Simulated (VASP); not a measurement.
# LaTe (Pm-3m) in VASP: notebook

The runs below take LaTe through single point, with LDA.

All numbers are computed with VASP 6.6.1; they aren't measurements. Logs are shortened: lines on timing, memory, paths and dates and some standing lists are left out, and cuts for length are marked.

## 1. The cell of the first run

Symmetry: Pm-3m, No. 221, cubic system. The conventional cell has a = 3.936 Å, b = 3.936 Å, c = 3.936 Å, α = 90.00°, β = 90.00°, γ = 90.00°. Within 4.5 Å of La (site symmetry m-3m) lie 8 Te at 3.41 Å and 6 La at 3.94 Å. Te (site symmetry m-3m) has 8 La at 3.41 Å and 6 Te at 3.94 Å within 4.5 Å.

## 2. Single point, LDA

Input file INCAR:

```
SYSTEM = LaTe
PREC = Accurate ; ENCUT = 500
EDIFF = 1E-6 ; ISMEAR = 1
SIGMA = 0.25 ; LREAL = .False.
LASPH = .True. ; NELM = 200
ALGO = Normal ; ISIF = 2
LWAVE = .False. ; LCHARG = .False.
GGA = CA ; NBANDS = 16
GGA_COMPAT = .False. ; LMAXMIX = 6
```

Input file KPOINTS:

```
regular mesh
0
Gamma
  7 7 7
  0 0 0
```

Input file POSCAR:

```
LaTe
1.0
    3.9360900000      0.0000000000      0.0000000000
    0.0000000000      3.9360900000      0.0000000000
    0.0000000000      0.0000000000      3.9360900000
La Te
1 1
Direct
    0.0000000000      0.0000000000      0.0000000000
    0.5000000000      0.5000000000      0.5000000000
```

Potentials or basis: VASP PAW LDA potentials, release 64 (La, Te).

On the command line:

```bash
cat potpaw_LDA.64/La/POTCAR potpaw_LDA.64/Te/POTCAR > POTCAR
mpirun -np 1 vasp_std > vasp.out
```

OUTCAR:

```text
SYSTEM = LaTe
   PREC = Accurate
   ENCUT = 500
   EDIFF = 1E-6
   ISMEAR = 1
   LREAL = .False.
   LASPH = .True.
   NELM = 200
   ISIF = 2
   GGA = CA

 ion  position               nearest neighbor table
   1  0.000  0.000  0.000-   2 3.41   2 3.41   2 3.41   2 3.41   2 3.41   2 3.41   2 3.41   2 3.41

   2  0.500  0.500  0.500-   1 3.41   1 3.41   1 3.41   1 3.41   1 3.41   1 3.41   1 3.41   1 3.41

  LATTYP: Found a simple cubic cell.
 ALAT       =     3.9360900000

  Lattice vectors:

 A1 = (   3.9360900000,   0.0000000000,   0.0000000000)
 A2 = (   0.0000000000,   3.9360900000,   0.0000000000)
 A3 = (   0.0000000000,   0.0000000000,   3.9360900000)

Analysis of symmetry for initial positions (statically):
=====================================================================
 Subroutine PRICEL returns:
 Original cell was already a primitive cell.

 Routine SETGRP: Setting up the symmetry group for a
 simple cubic supercell.

 Subroutine GETGRP returns: Found 48 space group operations
 (whereof 48 operations were pure point group operations)
 out of a pool of 48 trial point group operations.

The static configuration has the point symmetry O_h .

Analysis of symmetry for dynamics (positions and initial velocities):
=====================================================================
 Subroutine PRICEL returns:
 Original cell was already a primitive cell.

 Routine SETGRP: Setting up the symmetry group for a
 simple cubic supercell.

 Subroutine GETGRP returns: Found 48 space group operations
 (whereof 48 operations were pure point group operations)
 out of a pool of 48 trial point group operations.

The dynamic configuration has the point symmetry O_h .

 Subroutine INISYM returns: Found 48 space group operations
 (whereof 48 operations are pure point group operations),
 and found     1 'primitive' translations

----------------------------------------------------------------------------------------

                                     Primitive cell

  volume of cell :      60.9811

  direct lattice vectors                    reciprocal lattice vectors
     3.936090000  0.000000000  0.000000000     0.254059231  0.000000000  0.000000000
     0.000000000  3.936090000  0.000000000     0.000000000  0.254059231  0.000000000
     0.000000000  0.000000000  3.936090000     0.000000000  0.000000000  0.254059231

  length of vectors
     3.936090000  3.936090000  3.936090000     0.254059231  0.254059231  0.254059231

  position of ions in fractional coordinates (direct lattice)
     0.000000000  0.000000000  0.000000000
     0.500000000  0.500000000  0.500000000

  ion indices of the primitive-cell ions
   primitive index   ion index
                 1           1
                 2           2

----------------------------------------------------------------------------------------

 KPOINTS: regular mesh

Automatic generation of k-mesh.
 Grid dimensions read from file:
 generate k-points for:    7    7    7

 Generating k-lattice:

  Cartesian coordinates                     Fractional coordinates (reciprocal lattice)
     0.036294176  0.000000000  0.000000000     0.142857143  0.000000000  0.000000000
     0.000000000  0.036294176  0.000000000     0.000000000  0.142857143  0.000000000
     0.000000000  0.000000000  0.036294176     0.000000000  0.000000000  0.142857143

  Length of vectors
     0.036294176  0.036294176  0.036294176

  Shift w.r.t. Gamma in fractional coordinates (k-lattice)
     0.000000000  0.000000000  0.000000000

 Subroutine IBZKPT returns following result:
 ===========================================

 Found     20 irreducible k-points:

 Following reciprocal coordinates:
            Coordinates               Weight
  0.000000  0.000000  0.000000      1.000000
  0.142857  0.000000  0.000000      6.000000
  0.285714  0.000000  0.000000      6.000000
  0.428571  0.000000  0.000000      6.000000
  0.142857  0.142857  0.000000     12.000000
  0.285714  0.142857  0.000000     24.000000
[... 12 lines left out ...]
  0.428571  0.428571  0.285714     24.000000
  0.428571  0.428571  0.428571      8.000000
   k-points           NKPTS =     20   k-points in BZ     NKDIM =     20   number of bands    NBANDS=     16
   number of dos      NEDOS =    301   number of ions     NIONS =      2
   total plane-waves  NPLWV =  27000
   dimension x,y,z NGX =    30 NGY =   30 NGZ =   30
   dimension x,y,z NGXF=    60 NGYF=   60 NGZF=   60
   ions per type =               1   1
   NGX,Y,Z   is equivalent  to a cutoff of  12.67, 12.67, 12.67 a.u.
   NGXF,Y,Z  is equivalent  to a cutoff of  25.34, 25.34, 25.34 a.u.
 SYSTEM =  LaTe
   PREC   = accura    normal or accurate (medium, high low for compatibility)
   ISTART =      0    job   : 0-new  1-cont  2-samecut
   ICHARG =      2    charge: 1-file 2-atom 10-const
   ISPIN  =      1    spin polarized calculation?
   LNONCOLLINEAR =      F non collinear calculations
   LSORBIT =      F    spin-orbit coupling
   LASPH  =      T    aspherical Exc in radial PAW
   ENCUT  =  500.0 eV  36.75 Ry    6.06 a.u.   7.18  7.18  7.18*2*pi/ulx,y,z
   NELM   =    200;   NELMIN=  2; NELMDL= -5     # of ELM steps
   EDIFF  = 0.1E-05   stopping-criterion for ELM
   LREAL  =      F    real-space projection
   EDIFFG = 0.1E-04   stopping-criterion for IOM
   NSW    =      0    number of steps for IOM
   IBRION =     -1    ionic relax: 0-MD 1-quasi-New 2-CG
   NFREE  =      0    steps in history (QN), initial steepest desc. (CG)
   ISIF   =      2    stress and relaxation
   ISYM   =      2    0-nonsym 1-usesym 2-fastsym
   POTIM  = 0.5000    time-step for ionic-motion
   TEBEG  =    0.0;   TEEND  =   0.0 temperature during run
   PSTRESS=    0.0 pullay stress
   NELECT =      17.0000    total number of electrons
   NUPDOWN=      -1.0000    fix difference up-down
   EMIN   =  10.00;   EMAX   =-10.00  energy-range for DOS
   EFERMI =   0.00;   METHOD = LEGACY
   ISMEAR =     1;   SIGMA  =   0.25  broadening in eV -4-tet -1-fermi 0-gaus
   EFERMI_NEDOS =   21; number of points for ismear=-14 and -15
   IALGO  =     38    algorithm
   IMIX   =      4    mixing-type and parameters
     AMIX     =   0.40;   BMIX     =  1.00
     AMIX_MAG =   1.60;   BMIX_MAG =  1.00
  volume/ion in A,a.u.               =      30.49       205.76
  Fermi-wavevector in a.u.,A,eV,Ry     =   1.069447  2.020963 15.561226  1.143718
  Thomas-Fermi vector in A             =   2.205127
   LORBIT       =      0    0 simple, 1 ext, 2 COOP (PROOUT), +10 PAW based schemes
   GGA     = CA    functional components
   LHFCALC =     F    Hartree Fock is set to
   AEXX    =    0.0000 exact exchange contribution
   IVDW    =     0    specifies the selected vdW correction
   LEPSILON=     F    determine dielectric tensor
   LRPA    =     F    only Hartree local field effects (RPA)
 non-spin polarized calculation
 Methfessel and Paxton  Order N= 1 SIGMA  =   0.25
  energy-cutoff  :      500.00
  volume of cell :       60.98
 maximum number of plane-waves:      1562
 NGX is ok and might be reduce to    30
   NGX = 15   NGY = 15   NGZ = 15

 number of electron      17.0000000 magnetization

 Free energy of the ion-electron system (eV)
  ---------------------------------------------------
  ext. energy  EPLUGINS =         0.00000000
  ---------------------------------------------------
  free energy    TOTEN  =       -12.37830547 eV

  energy without entropy =      -12.36518824  energy(sigma->0) =      -12.37393306

 E-fermi :   8.9107     XC(G=0): -10.2353

 val. band max:        8.8921036525   @ k =   0.2857   0.1429   0.1429
 cond. band min:       8.9273744064   @ k =   0.1429   0.1429   0.1429
 fundamental gap:      0.0352707538
 Fermi energy:         8.9106952476

 k-point     1 :       0.0000    0.0000    0.0000
  band No.  band energies     occupation
      1     -24.1772      2.00000
      2      -7.7175      2.00000
      3      -7.7175      2.00000
      4      -7.7175      2.00000
      5      -3.3060      2.00000
      6       7.4343      2.00000
[... 8 lines left out ...]
     15      10.7562     -0.00000
     16      10.7562     -0.00000

 k-point     2 :       0.1429    0.0000    0.0000
  band No.  band energies     occupation
      1     -24.1694      2.00000
      2      -7.8671      2.00000
      3      -7.7041      2.00000
      4      -7.7041      2.00000
      5      -3.1036      2.00000
      6       6.1648      2.00000
[... 8 lines left out ...]
     15      10.6383     -0.00000
     16      10.6383     -0.00000

 k-point     3 :       0.2857    0.0000    0.0000
  band No.  band energies     occupation
      1     -24.1518      2.00000
      2      -8.1724      2.00000
      3      -7.6739      2.00000
      4      -7.6739      2.00000
      5      -2.6392      2.00000
      6       4.6659      2.00000
[... 8 lines left out ...]
     15      10.5255     -0.00000
     16      10.5255     -0.00000

 k-point     4 :       0.4286    0.0000    0.0000
  band No.  band energies     occupation
      1     -24.1376      2.00000
      2      -8.3934      2.00000
      3      -7.6494      2.00000
      4      -7.6494      2.00000
      5      -2.2329      2.00000
      6       3.6999      2.00000
[... 8 lines left out ...]
     15      10.4987     -0.00000
     16      10.4987     -0.00000

 k-point     5 :       0.1429    0.1429    0.0000
  band No.  band energies     occupation
      1     -24.1617      2.00000
      2      -7.8800      2.00000
      3      -7.8125      2.00000
      4      -7.6915      2.00000
      5      -2.9405      2.00000
      6       5.9695      2.00000
[... 8 lines left out ...]
     15      10.5534     -0.00000
     16      10.6149     -0.00000

 k-point     6 :       0.2857    0.1429    0.0000
  band No.  band energies     occupation
      1     -24.1443      2.00000
      2      -8.1439      2.00000
      3      -7.7952      2.00000
      4      -7.6630      2.00000
      5      -2.5723      2.00000
      6       4.7768      2.00000
[... 8 lines left out ...]
     15      10.4790     -0.00000
     16      10.5437     -0.00000

 k-point     7 :       0.4286    0.1429    0.0000
  band No.  band energies     occupation
      1     -24.1303      2.00000
      2      -8.3545      2.00000
      3      -7.7618      2.00000
      4      -7.6399      2.00000
      5      -2.2618      2.00000
      6       3.9526      2.00000
[... 8 lines left out ...]
     15      10.4724     -0.00000
     16      10.5021     -0.00000

 k-point     8 :       0.2857    0.2857    0.0000
  band No.  band energies     occupation
      1     -24.1273      2.00000
      2      -8.1106      2.00000
      3      -8.0187      2.00000
      4      -7.6383      2.00000
      5      -2.4360      2.00000
      6       4.8299      2.00000
[... 8 lines left out ...]
     15      10.3979     -0.00000
     16      10.5724     -0.00000

 k-point     9 :       0.4286    0.2857    0.0000
  band No.  band energies     occupation
      1     -24.1136      2.00000
      2      -8.2640      2.00000
      3      -8.0018      2.00000
      4      -7.6184      2.00000
      5      -2.3383      2.00000
      6       4.5704      2.00000
[... 8 lines left out ...]
     15      10.4208     -0.00000
     16      10.5145     -0.00000
[... 96 lines left out ...]
 k-point    15 :       0.4286    0.2857    0.1429
  band No.  band energies     occupation
      1     -24.1065      2.00000
      2      -8.2355      2.00000
      3      -7.9850      2.00000
      4      -7.7208      2.00000
      5      -2.2909      2.00000
      6       4.6269      2.00000
[... 8 lines left out ...]
     15      10.4458     -0.00000
     16      10.5441     -0.00000

 k-point    16 :       0.4286    0.4286    0.1429
  band No.  band energies     occupation
      1     -24.0932      2.00000
      2      -8.1719      2.00000
      3      -8.1565      2.00000
      4      -7.6991      2.00000
      5      -2.3189      2.00000
      6       4.9500      2.00000
[... 8 lines left out ...]
     15      10.4751     -0.00000
     16      10.5312     -0.00000

 k-point    17 :       0.2857    0.2857    0.2857
  band No.  band energies     occupation
      1     -24.1037      2.00000
      2      -8.0457      2.00000
      3      -7.9592      2.00000
      4      -7.9592      2.00000
      5      -2.2731      2.00000
      6       5.1338      2.00000
[... 8 lines left out ...]
     15      10.4675     -0.00000
     16      10.8182     -0.00000

 k-point    18 :       0.4286    0.2857    0.2857
  band No.  band energies     occupation
      1     -24.0905      2.00000
      2      -8.1701      2.00000
      3      -7.9622      2.00000
      4      -7.9256      2.00000
      5      -2.1810      2.00000
      6       4.6407      2.00000
[... 8 lines left out ...]
     15      10.4842     -0.00000
     16      10.7726     -0.00000

 k-point    19 :       0.4286    0.4286    0.2857
  band No.  band energies     occupation
      1     -24.0776      2.00000
      2      -8.1207      2.00000
      3      -8.1091      2.00000
      4      -7.9109      2.00000
      5      -2.0893      2.00000
      6       4.5002      2.00000
[... 8 lines left out ...]
     15      10.4618     -0.00000
     16      10.7948     -0.00000

 k-point    20 :       0.4286    0.4286    0.4286
  band No.  band energies     occupation
      1     -24.0650      2.00000
      2      -8.0813      2.00000
      3      -8.0704      2.00000
      4      -8.0704      2.00000
      5      -1.8767      2.00000
      6       4.1801      2.00000
[... 8 lines left out ...]
     15      10.4525     -0.00000
     16      11.9301     -0.00000

------------------------ aborting loop because EDIFF is reached ----------------------------------------

  FORCE on cell =-STRESS in cart. coord.  units (eV):
  Direction    XX          YY          ZZ          XY          YZ          ZX
  --------------------------------------------------------------------------------------
  -------------------------------------------------------------------------------------
  Total       -1.6202163     -1.6202163     -1.6202163     -0.0000000      0.0000000     -0.0000000
  in kB      -42.5685156    -42.5685156    -42.5685156     -0.0000000      0.0000000     -0.0000000
  external PRESSURE =     -42.5685156 kB  Pullay stress =       0.0000000 kB

 VOLUME and BASIS-vectors are now :
 -----------------------------------------------------------------------------
  energy-cutoff  :      500.00
  volume of cell :       60.98
      direct lattice vectors                 reciprocal lattice vectors
     3.936090000  0.000000000  0.000000000     0.254059231  0.000000000  0.000000000
     0.000000000  3.936090000  0.000000000     0.000000000  0.254059231  0.000000000
     0.000000000  0.000000000  3.936090000     0.000000000  0.000000000  0.254059231

 POSITION                                       TOTAL-FORCE (eV/Angst)
 -----------------------------------------------------------------------------------
      0.00000      0.00000      0.00000         0.000000      0.000000      0.000000
      1.96805      1.96805      1.96805         0.000000      0.000000      0.000000
 -----------------------------------------------------------------------------------
    total drift:                               -0.000000     -0.000000     -0.000000

  FREE ENERGIE OF THE ION-ELECTRON SYSTEM (eV)
  ---------------------------------------------------
  free  energy   TOTEN  =       -12.3783054667 eV

  energy  without entropy=      -12.3651882385  energy(sigma->0) =      -12.37393306
```

It took 12 s on 1 thread of AMD EPYC 7R13 (Zen 3), shared host; peak memory 0.14 GiB.

Results:

```yaml
Free_energy: -12.3783 eV
Pressure: -4.3 GPa
Band_gap_on_the_k_mesh: zero (an odd number of electrons rules out a gap without spin polarisation)
```

Caveat: the cell stands under tension; spin-orbit coupling is left out, which moves the levels of the heavy elements.

## 3. Single point, LDA

Input file INCAR:

```
SYSTEM = LaTe
ALGO     = Normal         ! electronic algorithm
EDIFF    = 1E-6           ! SCF threshold, eV
ENCUT    = 500            ! plane-wave cutoff, eV
GGA_COMPAT= .FALSE.      
ISIF     = 2              ! what is computed and relaxed
ISMEAR   = 1              ! smearing method
LASPH    = .TRUE.         ! aspherical terms in the spheres
LCHARG   = .TRUE.         ! write CHGCAR
LELF     = .TRUE.         ! ELF
LMAXMIX  = 6              ! l up to which the mixer works
LREAL    = .FALSE.        ! projectors in reciprocal space
LVHAR    = .TRUE.       
LWAVE    = .FALSE.        ! write WAVECAR
NBANDS   = 16             ! bands
NELM     = 200            ! most SCF steps
PREC     = Accurate       ! precision mode
SIGMA    = 0.15           ! smearing width, eV
```

Input file KPOINTS:

```
k-points
0
G
  7 7 7
  0 0 0
```

POSCAR is that of step 2.

Potentials or basis: VASP PAW LDA potentials, release 64 (La, Te).

On the command line:

```bash
cat potpaw_LDA.64/La/POTCAR potpaw_LDA.64/Te/POTCAR > POTCAR
mpirun -np 1 vasp_std > vasp.out
```

Run time: 13 s. Hardware: 1 thread of AMD EPYC 7R13 (Zen 3), shared host; peak memory 0.14 GiB.

Results (log left out):

| Item | Value |
| --- | --- |
| Free energy | -12.3742 eV |
| Pressure | -4.2 GPa |
| Band gap on the k mesh | zero (an odd number of electrons rules out a gap without spin polarisation) |

Levels at points of the mesh, in eV from the Fermi level:
| k point | band 7 | band 8 | band 9 | band 10 | band 11 | band 12 |
| --- | --- | --- | --- | --- | --- | --- |
| (0.00, 0.00, 0.00) | -1.47 | -1.47 | -1.20 | -1.20 | 1.28 | 1.28 |

Caveat: the cell stands under tension; spin-orbit coupling is left out, which moves the levels of the heavy elements.

## 4. Single point, LDA

Input file INCAR:

```
SYSTEM = LaTe
PREC = Accurate
ENCUT = 500
EDIFF = 1E-6
ISMEAR = 1
SIGMA = 0.1
LREAL = .False.
LASPH = .True.
NELM = 200
ALGO = Normal
ISIF = 2
LWAVE = .False.
LCHARG = .True.
GGA = CA
LELF = .True.
LVHAR = .True.
NBANDS = 16
GGA_COMPAT = .False.
LMAXMIX = 6
```

Input file KPOINTS:

```
Automatic mesh
0
Gamma
  7 7 7
  0 0 0
```

POSCAR is that of step 3.

On the command line:

```bash
cat potpaw_LDA.64/La/POTCAR potpaw_LDA.64/Te/POTCAR > POTCAR
mpirun -np 1 vasp_std > vasp.out
```

Run time: 14 s. Hardware: 1 thread of AMD EPYC 7R13 (Zen 3), shared host; peak memory 0.14 GiB.

It converged, with:

```yaml
Free_energy: -12.3726 eV
Pressure: -4.2 GPa
Band_gap_on_the_k_mesh: zero (an odd number of electrons rules out a gap without spin polarisation)
```

Levels at points of the mesh, in eV from the Fermi level:
| k point | band 7 | band 8 | band 9 | band 10 | band 11 | band 12 |
| --- | --- | --- | --- | --- | --- | --- |
| (0.00, 0.00, 0.00) | -1.48 | -1.48 | -1.20 | -1.20 | 1.27 | 1.27 |

Caveat: the cell stands under tension; spin-orbit coupling is left out, which moves the levels of the heavy elements.

## 5. Single point, LDA

Input file INCAR:

```
  PREC = Accurate
  ENCUT = 500
  EDIFF = 1E-6
  ISMEAR = 1
  SIGMA = 0.05
  LREAL = F
  LASPH = T
  NELM = 200
  ALGO = Normal
  ISIF = 2
  LWAVE = F
  LCHARG = F
  GGA = CA
  NBANDS = 16
  GGA_COMPAT = F
  LMAXMIX = 6
```

Input file KPOINTS:

```
Automatic mesh
0
Gamma
  7 7 7
```

POSCAR is that of step 4.

On the command line:

```bash
cat potpaw_LDA.64/La/POTCAR potpaw_LDA.64/Te/POTCAR > POTCAR
mpirun -np 1 vasp_std > vasp.out
```

Run time: 12 s. Hardware: 1 thread of AMD EPYC 7R13 (Zen 3), shared host; peak memory 0.14 GiB.

It converged, with:

```
Free energy            : -12.3718 eV
Pressure               : -4.2 GPa
Band gap on the k mesh : zero (an odd number of electrons rules out a gap without spin polarisation)
```

Levels at points of the mesh, in eV from the Fermi level:
```csv
k point,band 5,band 6,band 7,band 8,band 9,band 10,band 11,band 12,band 13,band 14
"(0.00, 0.00, 0.00)",-12.22,-1.48,-1.48,-1.48,-1.20,-1.20,1.27,1.27,1.27,1.44
```

Caveat: the cell stands under tension; spin-orbit coupling is left out, which moves the levels of the heavy elements.

(Continued in part 2 of 2.)
